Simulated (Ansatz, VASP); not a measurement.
## PbI2 in VASP and in Ansatz

```
CELL_PARAMETERS angstrom
4.55500 0.00000 0.00000
-2.27750 3.94475 0.00000
0.00000 0.00000 6.97700
ATOMIC_POSITIONS crystal
Pb 0.73500 0.09500 0.22000
I 0.06833 0.76167 0.48500
I 0.40167 0.42833 0.95500
```

Alike in both runs: task single point; functional PBE; k mesh 6 × 6 × 2; occupations gaussian, width 0.1 eV; no spin polarisation.

```csv
,VASP,Ansatz
version,VASP 6.6.1,Ansatz 0.2.0
potentials or method,"VASP PAW PBE potentials, release 64 (Pb_d, I), cutoff 500 eV","scalar-relativistic, plane waves, PAW"
valence electrons in the cell,28,48
```

```csv
,VASP,Ansatz,Ansatz less VASP
gap on the k mesh at the Fermi level (eV),2.22,2.22,0.000
least direct gap on the mesh (eV),2.22,2.22,0.000
pressure (GPa),1.8,1.8,+0.02
"traceless stress, the component that is largest in VASP (GPa)",0.06,0.05,0.000
rms of the force components (eV/Å),0.081,0.081,+0.0003
```

Atom by atom the forces differ by 0.000 eV/Å (rms over components). VASP's potentials hold 28 valence electrons a cell and Ansatz's 48, so a difference there can come from the potentials and not from the codes.

The k mesh is coarse, so the values compare programs but aren't converged. Neither program's run includes spin-orbit coupling.
